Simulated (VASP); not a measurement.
Wanted: the native input for a VASP 6.6.1 run.

```yaml
Task: single point
Functional: PBE
Potentials_or_basis: VASP PAW PBE potentials, release 64 (Ag)
Cutoff: 500 eV
k_mesh: 15 × 15 × 15
Occupations: fermi-dirac, width 0.1 eV
Spin: no spin polarisation
Dipole_correction: no
Further_INCAR_settings: ALGO = Normal; EDIFF = 1e-06; NBANDS = 12
```

The structure of Ag lies in POSCAR:

```
Ag
1.0
   -1.6293467146      1.6293467146      1.6293467146
    1.6293467146     -1.6293467146      1.6293467146
    1.6293467146      1.6293467146     -1.6293467146
Ag
1
Direct
    0.0000000000      0.0000000000      0.0000000000
```

This cell differs from its parent crystal: volume scaled by 0.96.

One way to write it, as run:

INCAR

```
SYSTEM = Ag
PREC     = Accurate       ! precision mode
ENCUT    = 500            ! plane-wave cutoff, eV
EDIFF    = 1E-6           ! SCF threshold, eV
ISMEAR   = -1             ! smearing method
SIGMA    = 0.1            ! smearing width, eV
LREAL    = .False.        ! projectors in reciprocal space
LASPH    = .True.         ! aspherical terms in the spheres
NELM     = 120            ! most SCF steps
ALGO     = Normal         ! electronic algorithm
ISIF     = 2              ! what is computed and relaxed
LWAVE    = .False.        ! write WAVECAR
LCHARG   = .False.        ! write CHGCAR
GGA      = PE             ! functional
NBANDS   = 12             ! bands
GGA_COMPAT= .False.
```

KPOINTS

```
Automatic mesh
0
Gamma
  15 15 15
  0 0 0
```

Potentials or basis: VASP PAW PBE potentials, release 64 (Ag).

Command:

```console
$ cat potpaw_PBE.64/Ag/POTCAR > POTCAR
$ mpirun -np 1 vasp_std > vasp.out
```

It gave:

The pressure is 3.7 GPa.

Wall time 14 s on 1 thread of Intel Xeon 8259CL, with other jobs on the host, peak memory 0.15 GiB.
